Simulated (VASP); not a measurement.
# PbO (P4/nmm) in VASP: further runs, part 2 of 2

VASP 6.6.1. Earlier steps stand in the parts before.

**4. Single point, PBE**

This run uses another cell than the first one, of 23.03 Å³/atom, 1.031 times its volume.

Input file INCAR:

```
SYSTEM = PbO
ALGO     = Normal         ! electronic algorithm
EDIFF    = 1E-6           ! SCF threshold, eV
ENCUT    = 520            ! plane-wave cutoff, eV
GGA      = PE             ! functional
ISIF     = 2              ! what is computed and relaxed
ISMEAR   = 0              ! smearing method
LASPH    = .True.         ! aspherical terms in the spheres
LCHARG   = .False.        ! write CHGCAR
LREAL    = .False.        ! projectors in reciprocal space
LWAVE    = .False.        ! write WAVECAR
NBANDS   = 28             ! bands
NELM     = 100            ! most SCF steps
PREC     = Accurate       ! precision mode
SIGMA    = 0.02           ! smearing width, eV
```

Input file KPOINTS:

```
k-points
0
Gamma
  8 8 6
  0 0 0
```

Input file POSCAR:

```
PbO
1.0
    4.0570498631      0.0000000000      0.0000000000
    0.0000000000      4.0570498631      0.0000000000
    0.0000000000      0.0000000000      5.5961231443
Pb O
2 2
Direct
    0.0000000000      0.5000000000      0.2126165107
    0.5000000000      0.0000000000      0.7873834893
    0.0000000000      0.0000000000      0.0000000000
    0.5000000000      0.5000000000      0.0000000000
```

Potentials or basis: VASP PAW PBE potentials, release 64 (Pb_d, O).

Started as:

```
$ cat potpaw_PBE.64/Pb_d/POTCAR potpaw_PBE.64/O/POTCAR > POTCAR
$ mpirun -np 1 vasp_std > vasp.out
```

OUTCAR:

```text
SYSTEM = PbO
   EDIFF = 1E-6
   ENCUT = 520
   GGA = PE
   ISIF = 2
   ISMEAR = 0
   LASPH = .True.
   LREAL = .False.
   NELM = 100
   PREC = Accurate

 ion  position               nearest neighbor table
   1  0.000  0.500  0.213-   3 2.35   4 2.35   3 2.35   4 2.35   2 3.73   2 3.73   2 3.73   2 3.73

   2  0.500  0.000  0.787-   3 2.35   4 2.35   4 2.35   3 2.35   1 3.73   1 3.73   1 3.73   1 3.73

   3  0.000  0.000  0.000-   1 2.35   2 2.35   1 2.35   2 2.35
   4  0.500  0.500  0.000-   1 2.35   2 2.35   2 2.35   1 2.35

  LATTYP: Found a simple tetragonal cell.
 ALAT       =     4.0570498631
 C/A-ratio  =     1.3793577435

  Lattice vectors:

 A1 = (   4.0570498631,   0.0000000000,   0.0000000000)
 A2 = (   0.0000000000,   4.0570498631,   0.0000000000)
 A3 = (   0.0000000000,   0.0000000000,   5.5961231443)

Analysis of symmetry for initial positions (statically):
=====================================================================
 Subroutine PRICEL returns:
 Original cell was already a primitive cell.

 Routine SETGRP: Setting up the symmetry group for a
 simple tetragonal supercell.

 Subroutine GETGRP returns: Found 16 space group operations
 (whereof  8 operations were pure point group operations)
 out of a pool of 16 trial point group operations.

The static configuration has the point symmetry D_2d.
 The point group associated with its full space group is D_4h.

Analysis of symmetry for dynamics (positions and initial velocities):
=====================================================================
 Subroutine PRICEL returns:
 Original cell was already a primitive cell.

 Routine SETGRP: Setting up the symmetry group for a
 simple tetragonal supercell.

 Subroutine GETGRP returns: Found 16 space group operations
 (whereof  8 operations were pure point group operations)
 out of a pool of 16 trial point group operations.

The dynamic configuration has the point symmetry D_2d.
 The point group associated with its full space group is D_4h.

 Subroutine INISYM returns: Found 16 space group operations
 (whereof  8 operations are pure point group operations),
 and found     1 'primitive' translations

----------------------------------------------------------------------------------------

                                     Primitive cell

  volume of cell :      92.1102

  direct lattice vectors                    reciprocal lattice vectors
     4.057049863  0.000000000  0.000000000     0.246484523  0.000000000  0.000000000
     0.000000000  4.057049863  0.000000000     0.000000000  0.246484523  0.000000000
     0.000000000  0.000000000  5.596123144     0.000000000  0.000000000  0.178695138

  length of vectors
     4.057049863  4.057049863  5.596123144     0.246484523  0.246484523  0.178695138

  position of ions in fractional coordinates (direct lattice)
     0.000000000  0.500000000  0.212616511
     0.500000000  0.000000000  0.787383489
     0.000000000  0.000000000  0.000000000
     0.500000000  0.500000000  0.000000000

  ion indices of the primitive-cell ions
   primitive index   ion index
                 1           1
                 2           2
                 3           3
                 4           4

----------------------------------------------------------------------------------------

 KPOINTS: k-points

Automatic generation of k-mesh.
 Grid dimensions read from file:
 generate k-points for:    8    8    6

 Generating k-lattice:

  Cartesian coordinates                     Fractional coordinates (reciprocal lattice)
     0.030810565  0.000000000  0.000000000     0.125000000  0.000000000  0.000000000
     0.000000000  0.030810565  0.000000000     0.000000000  0.125000000  0.000000000
     0.000000000  0.000000000  0.029782523     0.000000000  0.000000000  0.166666667

  Length of vectors
     0.030810565  0.030810565  0.029782523

  Shift w.r.t. Gamma in fractional coordinates (k-lattice)
     0.000000000  0.000000000  0.000000000

 Subroutine IBZKPT returns following result:
 ===========================================

 Found     60 irreducible k-points:

 Following reciprocal coordinates:
            Coordinates               Weight
  0.000000  0.000000  0.000000      1.000000
  0.125000  0.000000  0.000000      4.000000
  0.250000  0.000000  0.000000      4.000000
  0.375000  0.000000  0.000000      4.000000
  0.500000  0.000000  0.000000      2.000000
  0.125000  0.125000  0.000000      4.000000
[... 16 lines left out ...]
  0.375000  0.125000  0.166667     16.000000
  0.500000  0.125000  0.166667      8.000000
 [... further k-points ...]
   k-points           NKPTS =     60   k-points in BZ     NKDIM =     60   number of bands    NBANDS=     28
   number of dos      NEDOS =    301   number of ions     NIONS =      4
   total plane-waves  NPLWV =  37800
   dimension x,y,z NGX =    30 NGY =   30 NGZ =   42
   dimension x,y,z NGXF=    60 NGYF=   60 NGZF=   84
   ions per type =               2   2
   NGX,Y,Z   is equivalent  to a cutoff of  12.29, 12.29, 12.48 a.u.
   NGXF,Y,Z  is equivalent  to a cutoff of  24.59, 24.59, 24.95 a.u.
 SYSTEM =  PbO
   PREC   = accura    normal or accurate (medium, high low for compatibility)
   ISTART =      0    job   : 0-new  1-cont  2-samecut
   ICHARG =      2    charge: 1-file 2-atom 10-const
   ISPIN  =      1    spin polarized calculation?
   LNONCOLLINEAR =      F non collinear calculations
   LSORBIT =      F    spin-orbit coupling
   LASPH  =      T    aspherical Exc in radial PAW
   ENCUT  =  520.0 eV  38.22 Ry    6.18 a.u.   7.54  7.54 10.41*2*pi/ulx,y,z
   NELM   =    100;   NELMIN=  2; NELMDL= -5     # of ELM steps
   EDIFF  = 0.1E-05   stopping-criterion for ELM
   LREAL  =      F    real-space projection
   EDIFFG = 0.1E-04   stopping-criterion for IOM
   NSW    =      0    number of steps for IOM
   IBRION =     -1    ionic relax: 0-MD 1-quasi-New 2-CG
   NFREE  =      0    steps in history (QN), initial steepest desc. (CG)
   ISIF   =      2    stress and relaxation
   ISYM   =      2    0-nonsym 1-usesym 2-fastsym
   POTIM  = 0.5000    time-step for ionic-motion
   TEBEG  =    0.0;   TEEND  =   0.0 temperature during run
   PSTRESS=    0.0 pullay stress
   NELECT =      40.0000    total number of electrons
   NUPDOWN=      -1.0000    fix difference up-down
   EMIN   =  10.00;   EMAX   =-10.00  energy-range for DOS
   EFERMI =   0.00;   METHOD = LEGACY
   ISMEAR =     0;   SIGMA  =   0.02  broadening in eV -4-tet -1-fermi 0-gaus
   EFERMI_NEDOS =   21; number of points for ismear=-14 and -15
   IALGO  =     38    algorithm
   IMIX   =      4    mixing-type and parameters
     AMIX     =   0.40;   BMIX     =  1.00
     AMIX_MAG =   1.60;   BMIX_MAG =  1.00
  volume/ion in A,a.u.               =      23.03       155.40
  Fermi-wavevector in a.u.,A,eV,Ry     =   1.239725  2.342741 20.911054  1.536919
  Thomas-Fermi vector in A             =   2.374196
   LORBIT       =      0    0 simple, 1 ext, 2 COOP (PROOUT), +10 PAW based schemes
   GGA     = PE    functional components
   LHFCALC =     F    Hartree Fock is set to
   AEXX    =    0.0000 exact exchange contribution
   IVDW    =     0    specifies the selected vdW correction
   LEPSILON=     F    determine dielectric tensor
   LRPA    =     F    only Hartree local field effects (RPA)
 non-spin polarized calculation
 Gauss-broadening in eV      SIGMA  =   0.02
  energy-cutoff  :      520.00
  volume of cell :       92.11
 maximum number of plane-waves:      2524
   NGX = 15   NGY = 15   NGZ = 21

 number of electron      40.0000001 magnetization

 Free energy of the ion-electron system (eV)
  ---------------------------------------------------
  ext. energy  EPLUGINS =         0.00000000
  ---------------------------------------------------
  free energy    TOTEN  =       -21.51778816 eV

  energy without entropy =      -21.51778816  energy(sigma->0) =      -21.51778816

 E-fermi :   3.8739     XC(G=0):  -8.9869

 val. band max:        3.7235790098   @ k =   0.0000   0.0000   0.0000
 cond. band min:       5.5277320850   @ k =   0.0000   0.0000   0.3333
 fundamental gap:      1.8041530752
 Fermi energy:         3.8738831422

 k-point     1 :       0.0000    0.0000    0.0000
  band No.  band energies     occupation
      1     -14.1794      2.00000
      2     -13.7830      2.00000
      3     -12.1338      2.00000
      4     -12.1338      2.00000
      5     -12.0870      2.00000
      6     -12.0780      2.00000
[... 20 lines left out ...]
     27      11.5271      0.00000
[... 691 lines left out ...]
      6     -12.0492      2.00000
[... 20 lines left out ...]
     27      12.9935      0.00000
     28      12.9935      0.00000

 [... further k-points ...]
[... 5 lines left out ...]
  --------------------------------------------------------------------------------------
  -------------------------------------------------------------------------------------
  Total        0.0334099      0.0334099      0.0406242      0.0000000      0.0000000      0.0000000
  in kB        0.5811353      0.5811353      0.7066228      0.0000000      0.0000000      0.0000000
  external PRESSURE =       0.6229645 kB  Pullay stress =       0.0000000 kB

 VOLUME and BASIS-vectors are now :
 -----------------------------------------------------------------------------
  energy-cutoff  :      520.00
  volume of cell :       92.11
      direct lattice vectors                 reciprocal lattice vectors
     4.057049863  0.000000000  0.000000000     0.246484523  0.000000000  0.000000000
     0.000000000  4.057049863  0.000000000     0.000000000  0.246484523  0.000000000
     0.000000000  0.000000000  5.596123144     0.000000000  0.000000000  0.178695138

 POSITION                                       TOTAL-FORCE (eV/Angst)
 -----------------------------------------------------------------------------------
      0.00000      2.02852      1.18983        -0.000000     -0.000000      0.037025
      2.02852      0.00000      4.40629         0.000000      0.000000     -0.037025
      0.00000      0.00000      0.00000         0.000000      0.000000      0.000000
      2.02852      2.02852      0.00000         0.000000     -0.000000      0.000000
 -----------------------------------------------------------------------------------
    total drift:                                0.000000      0.000000     -0.000000

  FREE ENERGIE OF THE ION-ELECTRON SYSTEM (eV)
  ---------------------------------------------------
  free  energy   TOTEN  =       -21.5177881568 eV

  energy  without entropy=      -21.5177881568  energy(sigma->0) =      -21.51778816
```

It took 1.8 min on 1 thread of Intel Xeon Platinum 8259CL at 2.50GHz (Skylake/Cascade Lake), shared host; peak memory 0.27 GiB.

What came out:

| Item | Value |
| --- | --- |
| Free energy | -21.5178 eV |
| Pressure | 0.1 GPa |
| Largest force | 0.037 eV/Å |
| Band gap on the k mesh | 1.80 eV, indirect (least direct gap 1.90 eV) |

Forces in eV/Å, atoms in the order of the input:
```
Pb   0.000  0.000  0.037
Pb   0.000  0.000 -0.037
O    0.000  0.000  0.000
O    0.000  0.000  0.000
```

Caveat: spin-orbit coupling is left out, which moves the levels of the heavy elements.
